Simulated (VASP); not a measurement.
# ZnCl3 (Fm-3m) in VASP: notebook

Runs on ZnCl3. Level: PBE. Tasks: single point, relaxation of cell and atoms.

All numbers are computed with VASP 6.6.1; they aren't measurements. Logs are shortened: lines on timing, memory, paths and dates and some standing lists are left out, and cuts for length are marked.

### Step 1. The cell of the first run

The structure is cubic, space group Fm-3m (No. 225). Conventional cell: a = 6.832 Å, b = 6.832 Å, c = 6.832 Å, α = 90.00°, β = 90.00°, γ = 90.00°. Within 3.9 Å of Zn (site symmetry m-3m) lie 14 Cl at 2.96 to 3.42 Å. Within 3.9 Å of Cl (site symmetry -43m) lie 4 Zn at 2.96 Å and 10 Cl at 2.96 to 3.42 Å. Within 3.9 Å of Cl (site symmetry m-3m) lie 8 Cl at 2.96 Å and 6 Zn at 3.42 Å.

The cell was generated, and may not be a known phase.

### Step 2. Single point, PBE

Input file INCAR:

```
PREC     = Accurate       # precision mode
ENCUT    = 520            # plane-wave cutoff, eV
EDIFF    = 1E-6           # SCF threshold, eV
ISMEAR   = 0              # smearing method
SIGMA    = 0.1            # smearing width, eV
LREAL    = F              # projectors in reciprocal space
LASPH    = T              # aspherical terms in the spheres
NELM     = 80             # most SCF steps
ALGO     = Normal         # electronic algorithm
ISIF     = 2              # what is computed and relaxed
LWAVE    = F              # write WAVECAR
LCHARG   = T              # write CHGCAR
GGA      = PE             # functional
LELF     = T              # ELF
LVHAR    = T            
NBANDS   = 24             # bands
```

Input file KPOINTS:

```
Automatic mesh
0
Gamma
  4 4 4
```

Input file POSCAR:

```
ZnCl3
1.0
    0.0000000000      3.4157741403      3.4157741403
    3.4157741403      0.0000000000      3.4157741403
    3.4157741403      3.4157741403      0.0000000000
Zn Cl
1 3
Direct
    0.0000000000      0.0000000000      0.0000000000
    0.2500000000      0.2500000000      0.2500000000
    0.7500000000      0.7500000000      0.7500000000
    0.5000000000      0.5000000000      0.5000000000
```

Potentials or basis: VASP PAW PBE potentials, release 64 (Zn, Cl).

Command:

```bash
$ cat potpaw_PBE.64/Zn/POTCAR potpaw_PBE.64/Cl/POTCAR > POTCAR
$ mpirun -np 1 vasp_std > vasp.out
```

OUTCAR:

```text
PREC = Accurate
   ENCUT = 520
   EDIFF = 1E-6
   ISMEAR = 0
   LREAL = F
   LASPH = T
   NELM = 80
   ISIF = 2
   GGA = PE

 ion  position               nearest neighbor table
   1  0.000  0.000  0.000-
   2  0.250  0.250  0.250-
   3  0.750  0.750  0.750-
   4  0.500  0.500  0.500-

  LATTYP: Found a face centered cubic cell.
 ALAT       =     6.8315482806

  Lattice vectors:

 A1 = (   0.0000000000,   3.4157741403,   3.4157741403)
 A2 = (   3.4157741403,   0.0000000000,   3.4157741403)
 A3 = (   3.4157741403,   3.4157741403,   0.0000000000)

Analysis of symmetry for initial positions (statically):
=====================================================================
 Subroutine PRICEL returns:
 Original cell was already a primitive cell.

 Routine SETGRP: Setting up the symmetry group for a
 face centered cubic supercell.

 Subroutine GETGRP returns: Found 48 space group operations
 (whereof 48 operations were pure point group operations)
 out of a pool of 48 trial point group operations.

The static configuration has the point symmetry O_h .

Analysis of symmetry for dynamics (positions and initial velocities):
=====================================================================
 Subroutine PRICEL returns:
 Original cell was already a primitive cell.

 Routine SETGRP: Setting up the symmetry group for a
 face centered cubic supercell.

 Subroutine GETGRP returns: Found 48 space group operations
 (whereof 48 operations were pure point group operations)
 out of a pool of 48 trial point group operations.

The dynamic configuration has the point symmetry O_h .

 Subroutine INISYM returns: Found 48 space group operations
 (whereof 48 operations are pure point group operations),
 and found     1 'primitive' translations

----------------------------------------------------------------------------------------

                                     Primitive cell

  volume of cell :      79.7072

  direct lattice vectors                    reciprocal lattice vectors
     0.000000000  3.415774140  3.415774140    -0.146379702  0.146379702  0.146379702
     3.415774140  0.000000000  3.415774140     0.146379702 -0.146379702  0.146379702
     3.415774140  3.415774140  0.000000000     0.146379702  0.146379702 -0.146379702

  length of vectors
     4.830634115  4.830634115  4.830634115     0.253537081  0.253537081  0.253537081

  position of ions in fractional coordinates (direct lattice)
     0.000000000  0.000000000  0.000000000
     0.250000000  0.250000000  0.250000000
     0.750000000  0.750000000  0.750000000
     0.500000000  0.500000000  0.500000000

  ion indices of the primitive-cell ions
   primitive index   ion index
                 1           1
                 2           2
                 3           3
                 4           4

----------------------------------------------------------------------------------------

 KPOINTS: Automatic mesh

Automatic generation of k-mesh.
 Grid dimensions read from file:
 generate k-points for:    4    4    4

 Generating k-lattice:

  Cartesian coordinates                     Fractional coordinates (reciprocal lattice)
    -0.036594925  0.036594925  0.036594925     0.250000000  0.000000000  0.000000000
     0.036594925 -0.036594925  0.036594925     0.000000000  0.250000000  0.000000000
     0.036594925  0.036594925 -0.036594925     0.000000000  0.000000000  0.250000000

  Length of vectors
     0.063384270  0.063384270  0.063384270

  Shift w.r.t. Gamma in fractional coordinates (k-lattice)
     0.000000000  0.000000000  0.000000000

 Subroutine IBZKPT returns following result:
 ===========================================

 Found      8 irreducible k-points:

 Following reciprocal coordinates:
            Coordinates               Weight
  0.000000  0.000000  0.000000      1.000000
  0.250000  0.000000  0.000000      8.000000
  0.500000  0.000000  0.000000      4.000000
  0.250000  0.250000  0.000000      6.000000
  0.500000  0.250000  0.000000     24.000000
 -0.250000  0.250000  0.000000     12.000000
  0.500000  0.500000  0.000000      3.000000
 -0.250000  0.500000  0.250000      6.000000
   k-points           NKPTS =      8   k-points in BZ     NKDIM =      8   number of bands    NBANDS=     24
   number of dos      NEDOS =    301   number of ions     NIONS =      4
   total plane-waves  NPLWV =  46656
   dimension x,y,z NGX =    36 NGY =   36 NGZ =   36
   dimension x,y,z NGXF=    72 NGYF=   72 NGZF=   72
   ions per type =               1   3
   NGX,Y,Z   is equivalent  to a cutoff of  12.39, 12.39, 12.39 a.u.
   NGXF,Y,Z  is equivalent  to a cutoff of  24.78, 24.78, 24.78 a.u.
 SYSTEM =  unknown system
   PREC   = accura    normal or accurate (medium, high low for compatibility)
   ISTART =      0    job   : 0-new  1-cont  2-samecut
   ICHARG =      2    charge: 1-file 2-atom 10-const
   ISPIN  =      1    spin polarized calculation?
   LNONCOLLINEAR =      F non collinear calculations
   LSORBIT =      F    spin-orbit coupling
   LASPH  =      T    aspherical Exc in radial PAW
   ENCUT  =  520.0 eV  38.22 Ry    6.18 a.u.   8.98  8.98  8.98*2*pi/ulx,y,z
   NELM   =     80;   NELMIN=  2; NELMDL= -5     # of ELM steps
   EDIFF  = 0.1E-05   stopping-criterion for ELM
   LREAL  =      F    real-space projection
   EDIFFG = 0.1E-04   stopping-criterion for IOM
   NSW    =      0    number of steps for IOM
   IBRION =     -1    ionic relax: 0-MD 1-quasi-New 2-CG
   NFREE  =      0    steps in history (QN), initial steepest desc. (CG)
   ISIF   =      2    stress and relaxation
   ISYM   =      2    0-nonsym 1-usesym 2-fastsym
   POTIM  = 0.5000    time-step for ionic-motion
   TEBEG  =    0.0;   TEEND  =   0.0 temperature during run
   PSTRESS=    0.0 pullay stress
   NELECT =      33.0000    total number of electrons
   NUPDOWN=      -1.0000    fix difference up-down
   EMIN   =  10.00;   EMAX   =-10.00  energy-range for DOS
   EFERMI =   0.00;   METHOD = LEGACY
   ISMEAR =     0;   SIGMA  =   0.10  broadening in eV -4-tet -1-fermi 0-gaus
   EFERMI_NEDOS =   21; number of points for ismear=-14 and -15
   IALGO  =     38    algorithm
   IMIX   =      4    mixing-type and parameters
     AMIX     =   0.40;   BMIX     =  1.00
     AMIX_MAG =   1.60;   BMIX_MAG =  1.00
  volume/ion in A,a.u.               =      19.93       134.47
  Fermi-wavevector in a.u.,A,eV,Ry     =   1.220151  2.305752 20.255933  1.488769
  Thomas-Fermi vector in A             =   2.355379
   LORBIT       =      0    0 simple, 1 ext, 2 COOP (PROOUT), +10 PAW based schemes
   GGA     = PE    functional components
   LHFCALC =     F    Hartree Fock is set to
   AEXX    =    0.0000 exact exchange contribution
   IVDW    =     0    specifies the selected vdW correction
   LEPSILON=     F    determine dielectric tensor
   LRPA    =     F    only Hartree local field effects (RPA)
 non-spin polarized calculation
 Gauss-broadening in eV      SIGMA  =   0.10
  energy-cutoff  :      520.00
  volume of cell :       79.71
 maximum number of plane-waves:      2180
   NGX = 17   NGY = 17   NGZ = 17

 number of electron      33.0000013 magnetization

 Free energy of the ion-electron system (eV)
  ---------------------------------------------------
  ext. energy  EPLUGINS =         0.00000000
  ---------------------------------------------------
  free energy    TOTEN  =        -6.07582624 eV

  energy without entropy =       -6.03391895  energy(sigma->0) =       -6.05487259

 E-fermi :   2.1842     XC(G=0):  -9.8776

 val. band max:        2.1472452095   @ k =   0.5000   0.0000   0.0000
 cond. band min:       2.1865320246   @ k =   0.5000   0.2500   0.0000
 fundamental gap:      0.0392868152
 Fermi energy:         2.1841822057

 k-point     1 :       0.0000    0.0000    0.0000
  band No.  band energies     occupation
      1     -13.1353      2.00000
      2     -11.3497      2.00000
      3     -10.4763      2.00000
      4      -4.0849      2.00000
      5      -4.0849      2.00000
      6      -4.0849      2.00000
[... 16 lines left out ...]
     23       9.7999      0.00000
     24      16.1150      0.00000

 k-point     2 :       0.2500    0.0000    0.0000
  band No.  band energies     occupation
      1     -12.8526      2.00000
      2     -11.5153      2.00000
      3     -10.7118      2.00000
      4      -4.0676      2.00000
      5      -4.0676      2.00000
      6      -3.9993      2.00000
[... 16 lines left out ...]
     23      11.4345      0.00000
     24      14.5354      0.00000

 k-point     3 :       0.5000    0.0000    0.0000
  band No.  band energies     occupation
      1     -12.3169      2.00000
      2     -11.9300      2.00000
      3     -10.9538      2.00000
      4      -4.0634      2.00000
      5      -4.0634      2.00000
      6      -3.9657      2.00000
[... 16 lines left out ...]
     23      13.7116      0.00000
     24      13.7578      0.00000

 k-point     4 :       0.2500    0.2500    0.0000
  band No.  band energies     occupation
      1     -12.7602      2.00000
      2     -11.5220      2.00000
      3     -10.8267      2.00000
      4      -4.0524      2.00000
      5      -4.0524      2.00000
      6      -3.9861      2.00000
[... 16 lines left out ...]
     23      12.6360      0.00000
     24      13.7297      0.00000

 k-point     5 :       0.5000    0.2500    0.0000
  band No.  band energies     occupation
      1     -12.2419      2.00000
      2     -11.7899      2.00000
      3     -11.1923      2.00000
      4      -4.0280      2.00000
      5      -4.0007      2.00000
      6      -3.9749      2.00000
[... 16 lines left out ...]
     23      12.6379      0.00000
     24      13.5791      0.00000

 k-point     6 :      -0.2500    0.2500    0.0000
  band No.  band energies     occupation
      1     -12.4434      2.00000
      2     -11.7087      2.00000
      3     -11.0415      2.00000
      4      -4.0310      2.00000
      5      -4.0166      2.00000
      6      -3.9923      2.00000
[... 16 lines left out ...]
     23      13.4073      0.00000
     24      13.8165      0.00000

 k-point     7 :       0.5000    0.5000    0.0000
  band No.  band energies     occupation
      1     -12.0625      2.00000
      2     -11.6818      2.00000
      3     -11.4992      2.00000
      4      -3.9924      2.00000
      5      -3.9924      2.00000
      6      -3.9637      2.00000
[... 16 lines left out ...]
     23      12.1091      0.00000
     24      13.1118      0.00000

 k-point     8 :      -0.2500    0.5000    0.2500
  band No.  band energies     occupation
      1     -11.8806      2.00000
      2     -11.8806      2.00000
      3     -11.4962      2.00000
      4      -3.9928      2.00000
      5      -3.9920      2.00000
      6      -3.9638      2.00000
[... 16 lines left out ...]
     23      12.7303      0.00000
     24      13.7644      0.00000

------------------------ aborting loop because EDIFF is reached ----------------------------------------

  FORCE on cell =-STRESS in cart. coord.  units (eV):
  Direction    XX          YY          ZZ          XY          YZ          ZX
  --------------------------------------------------------------------------------------
  -------------------------------------------------------------------------------------
  Total       -0.0483690     -0.0483690     -0.0483690     -0.0000000     -0.0000000     -0.0000000
  in kB       -0.9722557     -0.9722557     -0.9722557     -0.0000000     -0.0000000     -0.0000000
  external PRESSURE =      -0.9722557 kB  Pullay stress =       0.0000000 kB

 VOLUME and BASIS-vectors are now :
 -----------------------------------------------------------------------------
  energy-cutoff  :      520.00
  volume of cell :       79.71
      direct lattice vectors                 reciprocal lattice vectors
     0.000000000  3.415774140  3.415774140    -0.146379702  0.146379702  0.146379702
     3.415774140  0.000000000  3.415774140     0.146379702 -0.146379702  0.146379702
     3.415774140  3.415774140  0.000000000     0.146379702  0.146379702 -0.146379702

 POSITION                                       TOTAL-FORCE (eV/Angst)
 -----------------------------------------------------------------------------------
      0.00000      0.00000      0.00000         0.000000     -0.000000     -0.000000
      1.70789      1.70789      1.70789        -0.000000     -0.000000     -0.000000
      5.12366      5.12366      5.12366         0.000000      0.000000      0.000000
      3.41577      3.41577      3.41577         0.000000     -0.000000     -0.000000
 -----------------------------------------------------------------------------------
    total drift:                               -0.000000      0.000000      0.000000

  FREE ENERGIE OF THE ION-ELECTRON SYSTEM (eV)
  ---------------------------------------------------
  free  energy   TOTEN  =        -6.0758262383 eV

  energy  without entropy=       -6.0339189506  energy(sigma->0) =       -6.05487259
```

Wall time 9.9 s (1 thread of Intel Xeon 6975P-C (Granite Rapids), shared host); peak memory 0.19 GiB.

What came out:

| Quantity | Value |
| --- | --- |
| Free energy | -6.0758 eV |
| Pressure | -0.1 GPa |
| Band gap on the k mesh | zero (an odd number of electrons rules out a gap without spin polarisation) |

Caveat: the k points lie up to 0.40 Å⁻¹ apart, too coarse for converged energies and pressures of a metal; an odd number of electrons without spin polarisation forces a metal; a magnetic or distorted state may lie lower.

(Continued in part 2 of 2.)

The gap in the log of VASP goes by the Fermi energy; the results here count the filled bands.